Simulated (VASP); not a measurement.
# Ta (R-3m) in VASP: single point with LDA

Aim: the single point of Ta with LDA.

All numbers are computed with VASP 6.6.1; they aren't measurements. Logs are shortened: lines on timing, memory, paths and dates and some standing lists are left out, and cuts for length are marked.

**1. The cell of the first run**

It takes space group R-3m (No. 166, trigonal). Conventional cell: a = 3.144 Å, b = 3.144 Å, c = 15.305 Å, α = 90.00°, β = 90.00°, γ = 120.00°. Ta (site symmetry -3m) has 6 Ta at 3.14 Å within 4.1 Å.

**2. Single point, LDA**

The input, INCAR:

```
PREC = Accurate ; ENCUT = 520
EDIFF = 1E-7 ; ISMEAR = 0
SIGMA = 0.02 ; LREAL = F
LASPH = T ; NELM = 60
ALGO = Normal ; ISIF = 2
LWAVE = F ; LCHARG = F
NBANDS = 12
```

The input, KPOINTS:

```
Automatic mesh
0
Gamma
  9 9 9
```

The input, POSCAR:

```
Ta
1.0
    1.5718550000      0.9075110000      5.1016200000
   -1.5718550000      0.9075110000      5.1016200000
    0.0000000000     -1.8150220000      5.1016200000
Ta
1
Direct
    0.5000000000      0.5000000000      0.5000000000
```

Potentials or basis: VASP PAW LDA potentials, release 64 (Ta_pv).

The run is started by

```sh
$ cat potpaw_LDA.64/Ta_pv/POTCAR > POTCAR
$ mpirun -np 1 vasp_std > vasp.out
```

OUTCAR:

```text
PREC = Accurate
   ENCUT = 520
   EDIFF = 1E-7
   ISMEAR = 0
   LREAL = F
   LASPH = T
   NELM = 60
   ISIF = 2

 ion  position               nearest neighbor table
   1  0.500  0.500  0.500-

  LATTYP: Found a trigonal (rhomboedric) cell.
 ALAT       =     5.4148712801
 COS(alpha) =     0.8314694082

  Lattice vectors:

 A1 = (   1.5718550000,   0.9075110000,   5.1016200000)
 A2 = (  -1.5718550000,   0.9075110000,   5.1016200000)
 A3 = (   0.0000000000,  -1.8150220000,   5.1016200000)

Analysis of symmetry for initial positions (statically):
=====================================================================
 Subroutine PRICEL returns:
 Original cell was already a primitive cell.

 Routine SETGRP: Setting up the symmetry group for a
 trigonal (rhombohedral) supercell.

 Subroutine GETGRP returns: Found 12 space group operations
 (whereof 12 operations were pure point group operations)
 out of a pool of 12 trial point group operations.

The static configuration has the point symmetry D_3d.

Analysis of symmetry for dynamics (positions and initial velocities):
=====================================================================
 Subroutine PRICEL returns:
 Original cell was already a primitive cell.

 Routine SETGRP: Setting up the symmetry group for a
 trigonal (rhombohedral) supercell.

 Subroutine GETGRP returns: Found 12 space group operations
 (whereof 12 operations were pure point group operations)
 out of a pool of 12 trial point group operations.

The dynamic configuration has the point symmetry D_3d.

 Subroutine INISYM returns: Found 12 space group operations
 (whereof 12 operations are pure point group operations),
 and found     1 'primitive' translations

----------------------------------------------------------------------------------------

                                     Primitive cell

  volume of cell :      43.6640

  direct lattice vectors                    reciprocal lattice vectors
     1.571855000  0.907511000  5.101620000     0.318095499  0.183652503  0.065338722
    -1.571855000  0.907511000  5.101620000    -0.318095499  0.183652503  0.065338722
     0.000000000 -1.815022000  5.101620000     0.000000000 -0.367305006  0.065338722

  length of vectors
     5.414871280  5.414871280  5.414871327     0.373071222  0.373071222  0.373071194

  position of ions in fractional coordinates (direct lattice)
     0.500000000  0.500000000  0.500000000

  ion indices of the primitive-cell ions
   primitive index   ion index
                 1           1

----------------------------------------------------------------------------------------

 KPOINTS: Automatic mesh

Automatic generation of k-mesh.
 Grid dimensions read from file:
 generate k-points for:    9    9    9

 Generating k-lattice:

  Cartesian coordinates                     Fractional coordinates (reciprocal lattice)
     0.035343944  0.020405834  0.007259858     0.111111111 -0.000000000  0.000000000
    -0.035343944  0.020405834  0.007259858    -0.000000000  0.111111111  0.000000000
     0.000000000 -0.040811667  0.007259858     0.000000000  0.000000000  0.111111111

  Length of vectors
     0.041452358  0.041452358  0.041452355

  Shift w.r.t. Gamma in fractional coordinates (k-lattice)
     0.000000000  0.000000000  0.000000000

 Subroutine IBZKPT returns following result:
 ===========================================

 Found     85 irreducible k-points:

 Following reciprocal coordinates:
            Coordinates               Weight
  0.000000  0.000000  0.000000      1.000000
  0.111111 -0.000000  0.000000      6.000000
  0.222222 -0.000000  0.000000      6.000000
  0.333333 -0.000000 -0.000000      6.000000
  0.444444 -0.000000  0.000000      6.000000
  0.111111  0.111111  0.000000      6.000000
[... 16 lines left out ...]
 -0.333333  0.333333  0.000000      6.000000
  0.444444  0.444444  0.000000      6.000000
 [... further k-points ...]
   k-points           NKPTS =     85   k-points in BZ     NKDIM =     85   number of bands    NBANDS=     12
   number of dos      NEDOS =    301   number of ions     NIONS =      1
   total plane-waves  NPLWV =  64000
   dimension x,y,z NGX =    40 NGY =   40 NGZ =   40
   dimension x,y,z NGXF=    80 NGYF=   80 NGZF=   80
   ions per type =               1
   NGX,Y,Z   is equivalent  to a cutoff of  12.28, 12.28, 12.28 a.u.
   NGXF,Y,Z  is equivalent  to a cutoff of  24.56, 24.56, 24.56 a.u.
 SYSTEM =  unknown system
   PREC   = accura    normal or accurate (medium, high low for compatibility)
   ISTART =      0    job   : 0-new  1-cont  2-samecut
   ICHARG =      2    charge: 1-file 2-atom 10-const
   ISPIN  =      1    spin polarized calculation?
   LNONCOLLINEAR =      F non collinear calculations
   LSORBIT =      F    spin-orbit coupling
   LASPH  =      T    aspherical Exc in radial PAW
   ENCUT  =  520.0 eV  38.22 Ry    6.18 a.u.  10.07 10.07 10.07*2*pi/ulx,y,z
   NELM   =     60;   NELMIN=  2; NELMDL= -5     # of ELM steps
   EDIFF  = 0.1E-06   stopping-criterion for ELM
   LREAL  =      F    real-space projection
   EDIFFG = 0.1E-05   stopping-criterion for IOM
   NSW    =      0    number of steps for IOM
   IBRION =     -1    ionic relax: 0-MD 1-quasi-New 2-CG
   NFREE  =      0    steps in history (QN), initial steepest desc. (CG)
   ISIF   =      2    stress and relaxation
   ISYM   =      2    0-nonsym 1-usesym 2-fastsym
   POTIM  = 0.5000    time-step for ionic-motion
   TEBEG  =    0.0;   TEEND  =   0.0 temperature during run
   PSTRESS=    0.0 pullay stress
   NELECT =      11.0000    total number of electrons
   NUPDOWN=      -1.0000    fix difference up-down
   EMIN   =  10.00;   EMAX   =-10.00  energy-range for DOS
   EFERMI =   0.00;   METHOD = LEGACY
   ISMEAR =     0;   SIGMA  =   0.02  broadening in eV -4-tet -1-fermi 0-gaus
   EFERMI_NEDOS =   21; number of points for ismear=-14 and -15
   IALGO  =     38    algorithm
   IMIX   =      4    mixing-type and parameters
     AMIX     =   0.40;   BMIX     =  1.00
     AMIX_MAG =   1.60;   BMIX_MAG =  1.00
  volume/ion in A,a.u.               =      43.66       294.66
  Fermi-wavevector in a.u.,A,eV,Ry     =   1.033946  1.953874 14.545228  1.069044
  Thomas-Fermi vector in A             =   2.168217
   LORBIT       =      0    0 simple, 1 ext, 2 COOP (PROOUT), +10 PAW based schemes
   GGA     = CA    functional components
   LHFCALC =     F    Hartree Fock is set to
   AEXX    =    0.0000 exact exchange contribution
   IVDW    =     0    specifies the selected vdW correction
   LEPSILON=     F    determine dielectric tensor
   LRPA    =     F    only Hartree local field effects (RPA)
 non-spin polarized calculation
 Gauss-broadening in eV      SIGMA  =   0.02
  energy-cutoff  :      520.00
  volume of cell :       43.66
 maximum number of plane-waves:      1190
   NGX = 21   NGY = 21   NGZ = 21

 number of electron      11.0000001 magnetization

 Free energy of the ion-electron system (eV)
  ---------------------------------------------------
  ext. energy  EPLUGINS =         0.00000000
  ---------------------------------------------------
  free energy    TOTEN  =        -9.04515682 eV

  energy without entropy =       -9.04438911  energy(sigma->0) =       -9.04477296

 E-fermi :   0.0245     XC(G=0):  -8.3633

 val. band max:        0.0239910708   @ k =  -0.3333   0.2222   0.0000
 cond. band min:       0.0301169567   @ k =   0.2222  -0.0000   0.0000
 fundamental gap:      0.0061258860
 Fermi energy:         0.0245372753

 k-point     1 :       0.0000    0.0000    0.0000
  band No.  band energies     occupation
      1     -35.1148      2.00000
      2     -34.4061      2.00000
      3     -34.4061      2.00000
      4      -5.3052      2.00000
      5      -1.0290      2.00000
      6       0.7133      0.00000
      7       0.7133      0.00000
      8       2.3811      0.00000
      9       2.7575      0.00000
     10       2.7575      0.00000
     11       7.0235      0.00000
     12      12.1226      0.00000

 k-point     2 :       0.1111   -0.0000    0.0000
  band No.  band energies     occupation
      1     -35.1081      2.00000
      2     -34.4591      2.00000
      3     -34.4187      2.00000
      4      -4.9191      2.00000
      5      -0.8437      2.00000
      6       0.4168      0.00000
      7       1.0353      0.00000
      8       1.2886      0.00000
      9       2.6584      0.00000
     10       3.9233      0.00000
     11       7.1709      0.00000
     12      12.1226      0.00000

 k-point     3 :       0.2222   -0.0000    0.0000
  band No.  band energies     occupation
      1     -35.0913      2.00000
      2     -34.5915      2.00000
      3     -34.4505      2.00000
      4      -3.8918      2.00000
      5      -0.5095      2.00000
      6       0.0301      0.69318
      7       0.2901      0.00000
      8       1.9496      0.00000
      9       2.4187      0.00000
     10       5.0566      0.00000
     11       7.7105      0.00000
     12      12.1223      0.00000

 k-point     4 :       0.3333   -0.0000   -0.0000
  band No.  band energies     occupation
      1     -35.0721      2.00000
      2     -34.7387      2.00000
      3     -34.4864      2.00000
      4      -2.8342      2.00000
      5      -0.6044      2.00000
      6      -0.2760      2.00000
      7       0.7378      0.00000
      8       2.1631      0.00000
      9       3.2585      0.00000
     10       5.7640      0.00000
     11       8.6462      0.00000
     12       9.3892      0.00000

 k-point     5 :       0.4444   -0.0000    0.0000
  band No.  band energies     occupation
      1     -35.0595      2.00000
      2     -34.8330      2.00000
      3     -34.5097      2.00000
      4      -2.5713      2.00000
      5      -0.9290      2.00000
      6       0.5690      0.00000
      7       1.5147      0.00000
      8       2.0048      0.00000
      9       4.4176      0.00000
     10       6.1707      0.00000
     11       7.0716      0.00000
     12       9.7001      0.00000
[... 228 lines left out ...]
      1     -35.0626      2.00000
      2     -34.7863      2.00000
      3     -34.5302      2.00000
      4      -2.2148      2.00000
      5      -0.8466      2.00000
      6       0.1607      0.00000
      7       1.0295      0.00000
      8       1.7225      0.00000
      9       4.3560      0.00000
     10       5.3796      0.00000
     11       8.3041      0.00000
     12       9.6205      0.00000

 k-point    22 :      -0.4444    0.3333   -0.0000
  band No.  band energies     occupation
      1     -35.0541      2.00000
      2     -34.7796      2.00000
      3     -34.6186      2.00000
      4      -1.2424      2.00000
      5      -0.6321      2.00000
      6       0.1498      0.00000
      7       0.8456      0.00000
      8       1.1121      0.00000
      9       5.6013      0.00000
     10       6.2046      0.00000
     11       6.9993      0.00000
     12       8.9014      0.00000

 k-point    23 :      -0.3333    0.3333    0.0000
  band No.  band energies     occupation
      1     -35.0507      2.00000
      2     -34.7154      2.00000
      3     -34.7154      2.00000
      4      -0.3367      2.00000
      5      -0.2934      2.00000
      6      -0.0663      2.00000
      7       0.0432      0.18604
      8       1.1141      0.00000
      9       5.2373      0.00000
     10       6.9376      0.00000
     11       7.3007      0.00000
     12       8.6234      0.00000

 k-point    24 :       0.4444    0.4444    0.0000
  band No.  band energies     occupation
      1     -35.0596      2.00000
      2     -34.8330      2.00000
      3     -34.5097      2.00000
      4      -2.5442      2.00000
      5      -1.0606      2.00000
      6       0.8521      0.00000
      7       1.6810      0.00000
      8       2.0511      0.00000
      9       4.4166      0.00000
     10       5.0628      0.00000
     11       7.3330      0.00000
     12       9.2267      0.00000

 [... further k-points ...]

------------------------ aborting loop because EDIFF is reached ----------------------------------------

  FORCE on cell =-STRESS in cart. coord.  units (eV):
  Direction    XX          YY          ZZ          XY          YZ          ZX
  --------------------------------------------------------------------------------------
  -------------------------------------------------------------------------------------
  Total       -7.4704202     -7.4704217     -1.6644148      0.0000000      0.0000000     -0.0000000
  in kB     -274.1144159   -274.1144718    -61.0728827      0.0000000      0.0000000     -0.0000000
  external PRESSURE =    -203.1005901 kB  Pullay stress =       0.0000000 kB

 VOLUME and BASIS-vectors are now :
 -----------------------------------------------------------------------------
  energy-cutoff  :      520.00
  volume of cell :       43.66
      direct lattice vectors                 reciprocal lattice vectors
     1.571855000  0.907511000  5.101620000     0.318095499  0.183652503  0.065338722
    -1.571855000  0.907511000  5.101620000    -0.318095499  0.183652503  0.065338722
     0.000000000 -1.815022000  5.101620000     0.000000000 -0.367305006  0.065338722

 POSITION                                       TOTAL-FORCE (eV/Angst)
 -----------------------------------------------------------------------------------
      0.00000      0.00000      7.65243         0.000000      0.000000     -0.000000
 -----------------------------------------------------------------------------------
    total drift:                               -0.000000      0.000000      0.000000

  FREE ENERGIE OF THE ION-ELECTRON SYSTEM (eV)
  ---------------------------------------------------
  free  energy   TOTEN  =        -9.0451568180 eV

  energy  without entropy=       -9.0443891083  energy(sigma->0) =       -9.04477296
```

Wall time 2.6 min (1 thread of AMD EPYC 7R13, shared host); peak memory 0.18 GiB.

What came out:

| Property | Result |
| --- | --- |
| Free energy | -9.0452 eV |
| Pressure | -20.3 GPa |

Levels at points of the mesh, in eV from the Fermi level:
```
           k point  band 1  band 2  band 3  band 4  band 5  band 6  band 7  band 8  band 9  band 10
(0.00, 0.00, 0.00)  -35.14  -34.43  -34.43   -5.33   -1.05    0.69    0.69    2.36    2.73     2.73
```

Caveat: spin-orbit coupling is left out, which moves the levels of the heavy elements.
